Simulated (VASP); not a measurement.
# MoS2 (R3m) in VASP: single point with LDA

Aim: the single point of MoS2 with LDA.

Program: VASP 6.6.1. These are calculated values, not measurements. Logs are shortened: lines on timing, memory, paths and dates and some standing lists are left out, and cuts for length are marked.

**1. The cell of the first run**

It takes space group R3m (No. 160, trigonal). Conventional cell: a = 3.160 Å, b = 3.160 Å, c = 18.450 Å, α = 90.00°, β = 90.00°, γ = 120.00°. Within 3.2 Å of Mo (site symmetry 3m) lie 6 S at 2.39 Å and 6 Mo at 3.16 Å. S (site symmetry 3m) has 3 Mo at 2.39 Å and 7 S at 3.08 to 3.16 Å within 3.2 Å. S (site symmetry 3m) has 3 Mo at 2.39 Å and 7 S at 3.08 to 3.16 Å within 3.2 Å.

**2. Single point, LDA**

Contents of INCAR:

```
  PREC = Accurate
  ENCUT = 520
  EDIFF = 1E-6
  ISMEAR = 0
  SIGMA = 0.05
  LREAL = F
  LASPH = T
  NELM = 60
  ALGO = Normal
  ISIF = 2
  LWAVE = F
  LCHARG = F
  ISYM = 0
  NBANDS = 20
```

Contents of KPOINTS:

```
Automatic mesh
0
Gamma
  12 12 10
```

Contents of POSCAR:

```
MoS2
1.0
   -1.5800000000      2.7366402759      0.0000000000
   -3.1600000000      0.0000000000      0.0000000000
   -1.5800000000      0.9122134253      6.1500000000
Mo S
1 2
Direct
    0.0000000000      0.0000000000      0.0000000000
    0.7500000000      0.7500000000      0.7500000000
    0.5830000000      0.5830000000      0.2510000000
```

Potentials or basis: VASP PAW LDA potentials, release 64 (Mo_sv, S).

Started as:

```bash
$ cat potpaw_LDA.64/Mo_sv/POTCAR potpaw_LDA.64/S/POTCAR > POTCAR
$ mpirun -np 1 vasp_std > vasp.out
```

OUTCAR:

```text
PREC = Accurate
   ENCUT = 520
   EDIFF = 1E-6
   ISMEAR = 0
   LREAL = F
   LASPH = T
   NELM = 60
   ISIF = 2
   ISYM = 0

 ion  position               nearest neighbor table
   1  0.000  0.000  0.000-   2 2.39   2 2.39   2 2.39   3 2.39   3 2.39   3 2.39
   2  0.750  0.750  0.750-   1 2.39   1 2.39   1 2.39
   3  0.583  0.583  0.251-   1 2.39   1 2.39   1 2.39

IMPORTANT INFORMATION: All symmetrisations will be switched off!
NOSYMM: (Re-)initialisation of all symmetry stuff for point group C_1.

----------------------------------------------------------------------------------------

                                     Primitive cell

  volume of cell :      53.1839

  direct lattice vectors                    reciprocal lattice vectors
    -1.580000000  2.736640276  0.000000000     0.000000000  0.365411563 -0.054200542
    -3.160000000  0.000000000  0.000000000    -0.316455696 -0.182705781 -0.054200542
    -1.580000000  0.912213425  6.150000000     0.000000000  0.000000000  0.162601626

  length of vectors
     3.160000000  3.160000000  6.414907118     0.369409406  0.369409406  0.162601626

  position of ions in fractional coordinates (direct lattice)
     0.000000000  0.000000000  0.000000000
     0.750000000  0.750000000  0.750000000
     0.583000000  0.583000000  0.251000000

  ion indices of the primitive-cell ions
   primitive index   ion index
                 1           1
                 2           2
                 3           3

----------------------------------------------------------------------------------------

 KPOINTS: Automatic mesh

Automatic generation of k-mesh.
 Grid dimensions read from file:
 generate k-points for:   12   12   10

 Generating k-lattice:

  Cartesian coordinates                     Fractional coordinates (reciprocal lattice)
     0.000000000  0.030450964 -0.004516712     0.083333333  0.000000000  0.000000000
    -0.026371308 -0.015225482 -0.004516712     0.000000000  0.083333333  0.000000000
     0.000000000  0.000000000  0.016260163     0.000000000  0.000000000  0.100000000

  Length of vectors
     0.030784117  0.030784117  0.016260163

  Shift w.r.t. Gamma in fractional coordinates (k-lattice)
     0.000000000  0.000000000  0.000000000

 -----------------------------------------------------------------------------
|                                                                             |
|           W    W    AA    RRRRR   N    N  II  N    N   GGGG   !!!           |
|           W    W   A  A   R    R  NN   N  II  NN   N  G    G  !!!           |
|           W    W  A    A  R    R  N N  N  II  N N  N  G       !!!           |
|           W WW W  AAAAAA  RRRRR   N  N N  II  N  N N  G  GGG   !            |
|           WW  WW  A    A  R   R   N   NN  II  N   NN  G    G                |
|           W    W  A    A  R    R  N    N  II  N    N   GGGG   !!!           |
|                                                                             |
|     Your reciprocal lattice and k-lattice belong to different lattice       |
|     classes:                                                                |
|                                                                             |
|        The reciprocal lattice is rhombohedral (trigonal),                   |
|        whereas your k-lattice is base-centered monoclinic.                  |
|                                                                             |
|     Results are often still useful ...                                      |
|                                                                             |
 -----------------------------------------------------------------------------

 WARNING: IBZKPT: internal override: KBLOWUP is changed to .FALSE.
      ... skipping the blow-up phase ...

 Subroutine IBZKPT returns following result:
 ===========================================

 Found    724 irreducible k-points:

 Following reciprocal coordinates:
            Coordinates               Weight
  0.000000  0.000000  0.000000      1.000000
  0.083333  0.000000 -0.000000      2.000000
  0.166667  0.000000 -0.000000      2.000000
  0.250000  0.000000 -0.000000      2.000000
  0.333333  0.000000 -0.000000      2.000000
  0.416667  0.000000  0.000000      2.000000
[... 16 lines left out ...]
  0.250000  0.166667 -0.000000      2.000000
  0.333333  0.166667 -0.000000      2.000000
 [... further k-points ...]
   k-points           NKPTS =    724   k-points in BZ     NKDIM =    724   number of bands    NBANDS=     20
   number of dos      NEDOS =    301   number of ions     NIONS =      3
   total plane-waves  NPLWV =  27648
   dimension x,y,z NGX =    24 NGY =   24 NGZ =   48
   dimension x,y,z NGXF=    48 NGYF=   48 NGZF=   96
   ions per type =               1   2
   NGX,Y,Z   is equivalent  to a cutoff of  12.63, 12.63, 12.44 a.u.
   NGXF,Y,Z  is equivalent  to a cutoff of  25.25, 25.25, 24.88 a.u.
 SYSTEM =  unknown system
   PREC   = accura    normal or accurate (medium, high low for compatibility)
   ISTART =      0    job   : 0-new  1-cont  2-samecut
   ICHARG =      2    charge: 1-file 2-atom 10-const
   ISPIN  =      1    spin polarized calculation?
   LNONCOLLINEAR =      F non collinear calculations
   LSORBIT =      F    spin-orbit coupling
   LASPH  =      T    aspherical Exc in radial PAW
   ENCUT  =  520.0 eV  38.22 Ry    6.18 a.u.   5.88  5.88 11.93*2*pi/ulx,y,z
   NELM   =     60;   NELMIN=  2; NELMDL= -5     # of ELM steps
   EDIFF  = 0.1E-05   stopping-criterion for ELM
   LREAL  =      F    real-space projection
   EDIFFG = 0.1E-04   stopping-criterion for IOM
   NSW    =      0    number of steps for IOM
   IBRION =     -1    ionic relax: 0-MD 1-quasi-New 2-CG
   NFREE  =      0    steps in history (QN), initial steepest desc. (CG)
   ISIF   =      2    stress and relaxation
   ISYM   =      0    0-nonsym 1-usesym 2-fastsym
   POTIM  = 0.5000    time-step for ionic-motion
   TEBEG  =    0.0;   TEEND  =   0.0 temperature during run
   PSTRESS=    0.0 pullay stress
   NELECT =      26.0000    total number of electrons
   NUPDOWN=      -1.0000    fix difference up-down
   EMIN   =  10.00;   EMAX   =-10.00  energy-range for DOS
   EFERMI =   0.00;   METHOD = LEGACY
   ISMEAR =     0;   SIGMA  =   0.05  broadening in eV -4-tet -1-fermi 0-gaus
   EFERMI_NEDOS =   21; number of points for ismear=-14 and -15
   IALGO  =     38    algorithm
   IMIX   =      4    mixing-type and parameters
     AMIX     =   0.40;   BMIX     =  1.00
     AMIX_MAG =   1.60;   BMIX_MAG =  1.00
  volume/ion in A,a.u.               =      17.73       119.63
  Fermi-wavevector in a.u.,A,eV,Ry     =   1.289652  2.437089 22.629252  1.663203
  Thomas-Fermi vector in A             =   2.421532
   LORBIT       =      0    0 simple, 1 ext, 2 COOP (PROOUT), +10 PAW based schemes
   GGA     = CA    functional components
   LHFCALC =     F    Hartree Fock is set to
   AEXX    =    0.0000 exact exchange contribution
   IVDW    =     0    specifies the selected vdW correction
   LEPSILON=     F    determine dielectric tensor
   LRPA    =     F    only Hartree local field effects (RPA)
 non-spin polarized calculation
 Gauss-broadening in eV      SIGMA  =   0.05
  energy-cutoff  :      520.00
  volume of cell :       53.18
 maximum number of plane-waves:      1448
   NGX = 11   NGY = 11   NGZ = 23

 number of electron      25.9999997 magnetization

 Free energy of the ion-electron system (eV)
  ---------------------------------------------------
  ext. energy  EPLUGINS =         0.00000000
  ---------------------------------------------------
  free energy    TOTEN  =       -24.46137276 eV

  energy without entropy =      -24.46137276  energy(sigma->0) =      -24.46137276

 E-fermi :   7.8459     XC(G=0): -11.1294

 val. band max:        7.5270887764   @ k =   0.0000   0.0000   0.5000
 cond. band min:       8.4015062639   @ k =  -0.1667   0.1667   0.0000
 fundamental gap:      0.8744174875
 Fermi energy:         7.8458811151

 k-point     1 :       0.0000    0.0000    0.0000
  band No.  band energies     occupation
      1     -53.7032      2.00000
      2     -28.0719      2.00000
      3     -27.8275      2.00000
      4     -27.8275      2.00000
      5      -7.5428      2.00000
      6      -5.7930      2.00000
[... 12 lines left out ...]
     19      15.5420      0.00000
     20      15.8284      0.00000

 k-point     2 :       0.0833    0.0000   -0.0000
  band No.  band energies     occupation
      1     -53.7003      2.00000
      2     -28.0663      2.00000
      3     -27.8562      2.00000
      4     -27.8340      2.00000
      5      -7.4330      2.00000
      6      -5.7607      2.00000
[... 12 lines left out ...]
     19      15.8748      0.00000
     20      16.0395      0.00000

 k-point     3 :       0.1667    0.0000   -0.0000
  band No.  band energies     occupation
      1     -53.6925      2.00000
      2     -28.0509      2.00000
      3     -27.9337      2.00000
      4     -27.8516      2.00000
      5      -7.1199      2.00000
      6      -5.6683      2.00000
[... 12 lines left out ...]
     19      16.0210      0.00000
     20      16.5691      0.00000

 k-point     4 :       0.2500    0.0000   -0.0000
  band No.  band energies     occupation
      1     -53.6817      2.00000
      2     -28.0382      2.00000
      3     -28.0298      2.00000
      4     -27.8756      2.00000
      5      -6.6537      2.00000
      6      -5.5313      2.00000
[... 12 lines left out ...]
     19      15.6584      0.00000
     20      16.3724      0.00000

 k-point     5 :       0.3333    0.0000   -0.0000
  band No.  band energies     occupation
      1     -53.6709      2.00000
      2     -28.1409      2.00000
      3     -28.0086      2.00000
      4     -27.8995      2.00000
      5      -6.1249      2.00000
      6      -5.3802      2.00000
[... 12 lines left out ...]
     19      14.8113      0.00000
     20      15.2623      0.00000

 k-point     6 :       0.4167    0.0000    0.0000
  band No.  band energies     occupation
      1     -53.6630      2.00000
      2     -28.2151      2.00000
      3     -27.9930      2.00000
      4     -27.9168      2.00000
      5      -5.6768      2.00000
      6      -5.2607      2.00000
[... 12 lines left out ...]
     19      14.3405      0.00000
     20      14.8939      0.00000

 k-point     7 :       0.5000    0.0000   -0.0000
  band No.  band energies     occupation
      1     -53.6601      2.00000
      2     -28.2421      2.00000
      3     -27.9873      2.00000
      4     -27.9232      2.00000
      5      -5.4923      2.00000
      6      -5.2173      2.00000
[... 12 lines left out ...]
     19      14.2290      0.00000
     20      14.8385      0.00000
[... 277 lines left out ...]
 k-point    20 :       0.0000    0.1667   -0.0000
  band No.  band energies     occupation
      1     -53.6925      2.00000
      2     -28.0509      2.00000
      3     -27.9337      2.00000
      4     -27.8516      2.00000
      5      -7.1199      2.00000
      6      -5.6683      2.00000
[... 12 lines left out ...]
     19      16.0210      0.00000
     20      16.5691      0.00000

 k-point    21 :       0.0833    0.1667   -0.0000
  band No.  band energies     occupation
      1     -53.6950      2.00000
      2     -28.0558      2.00000
      3     -27.9078      2.00000
      4     -27.8475      2.00000
      5      -7.2128      2.00000
      6      -5.7137      2.00000
[... 12 lines left out ...]
     19      16.0114      0.00000
     20      16.6264      0.00000

 k-point    22 :       0.1667    0.1667   -0.0000
  band No.  band energies     occupation
      1     -53.6925      2.00000
      2     -28.0509      2.00000
      3     -27.9337      2.00000
      4     -27.8516      2.00000
      5      -7.1027      2.00000
      6      -5.6984      2.00000
[... 12 lines left out ...]
     19      16.0839      0.00000
     20      16.4676      0.00000

 k-point    23 :       0.2500    0.1667   -0.0000
  band No.  band energies     occupation
      1     -53.6857      2.00000
      2     -28.0375      2.00000
      3     -27.9951      2.00000
      4     -27.8720      2.00000
      5      -6.8062      2.00000
      6      -5.6218      2.00000
[... 12 lines left out ...]
     19      16.1156      0.00000
     20      16.3103      0.00000

 k-point    24 :       0.3333    0.1667   -0.0000
  band No.  band energies     occupation
      1     -53.6763      2.00000
      2     -28.0702      2.00000
      3     -28.0192      2.00000
      4     -27.9077      2.00000
      5      -6.3731      2.00000
      6      -5.4942      2.00000
[... 12 lines left out ...]
     19      15.7786      0.00000
     20      16.4540      0.00000

 [... further k-points ...]

------------------------ aborting loop because EDIFF is reached ----------------------------------------

  FORCE on cell =-STRESS in cart. coord.  units (eV):
  Direction    XX          YY          ZZ          XY          YZ          ZX
  --------------------------------------------------------------------------------------
  -------------------------------------------------------------------------------------
  Total       -1.0390544     -1.0390141     -0.2242738      0.0000341     -0.0000079      0.0000132
  in kB      -31.3017757    -31.3005608     -6.7563035      0.0010260     -0.0002376      0.0003982
  external PRESSURE =     -23.1195467 kB  Pullay stress =       0.0000000 kB

 VOLUME and BASIS-vectors are now :
 -----------------------------------------------------------------------------
  energy-cutoff  :      520.00
  volume of cell :       53.18
      direct lattice vectors                 reciprocal lattice vectors
    -1.580000000  2.736640276  0.000000000     0.000000000  0.365411563 -0.054200542
    -3.160000000  0.000000000  0.000000000    -0.316455696 -0.182705781 -0.054200542
    -1.580000000  0.912213425  6.150000000     0.000000000  0.000000000  0.162601626

 POSITION                                       TOTAL-FORCE (eV/Angst)
 -----------------------------------------------------------------------------------
      0.00000      0.00000      0.00000         0.000004     -0.000002      0.083417
     -4.74000      2.73664      4.61250        -0.000000      0.000000     -0.097537
     -3.16000      1.82443      1.54365        -0.000003      0.000002      0.014120
 -----------------------------------------------------------------------------------
    total drift:                                0.000004     -0.000002      0.000087

  FREE ENERGIE OF THE ION-ELECTRON SYSTEM (eV)
  ---------------------------------------------------
  free  energy   TOTEN  =       -24.4613727597 eV

  energy  without entropy=      -24.4613727597  energy(sigma->0) =      -24.46137276
```

Wall time 3 min (1 thread of Intel Xeon 6975P-C (Granite Rapids), shared host); peak memory 0.7 GiB.

Results:

```yaml
Free_energy: -24.4614 eV
Pressure: -2.3 GPa
Largest_force: 0.098 eV/Å
Band_gap_on_the_k_mesh: 0.87 eV (least direct gap 1.71 eV)
```

Forces on the atoms (eV/Å):
```
Mo   0.000  0.000  0.083
S    0.000  0.000 -0.098
S    0.000  0.000  0.014
```

Stress tensor (GPa, compression positive):
```
-3.13  0.00  0.00
 0.00 -3.13  0.00
 0.00  0.00 -0.68
```

A k mesh can miss the band edges. As with any semilocal functional, this LDA gap is likely too small.
